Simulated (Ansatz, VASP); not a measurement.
## Two plane-wave programs on AlN

```
Al N
1.0
     3.35570    0.00000    0.00000
    -1.67785    2.90612    0.00000
     0.00000    0.00000    4.24267
Al N
2 2
Direct
  0.66667 0.33333 0.25000
  0.33333 0.66667 0.75000
  0.66667 0.33333 0.75000
  0.33333 0.66667 0.25000
```

Alike in both runs: task single point; functional r2SCAN; k mesh 9 × 9 × 7; occupations fermi-dirac, width 0.05 eV; no spin polarisation.

```csv
,VASP,Ansatz
version,VASP 6.6.1,Ansatz 0.2.0
potentials or method,"VASP PAW PBE potentials, release 64 (Al, N)",Ansatz PAW
plane-wave cutoff (eV),520,500
valence electrons in the cell,16,16
```

```csv
,VASP,Ansatz,Ansatz less VASP
gap on the k mesh at the Fermi level (eV),3.55,3.52,-0.029
least direct gap on the mesh (eV),3.55,3.52,-0.029
pressure (GPa),-13.1,-12.6,+0.50
"traceless stress, the component that is largest in VASP (GPa)",0.74,0.94,+0.198
```

VASP's potentials were made for PBE, not for r2SCAN.

Noted on Ansatz's run: odd divisions of the mesh miss points on the zone boundary, where band edges often lie, so the gap on the mesh can be too wide.
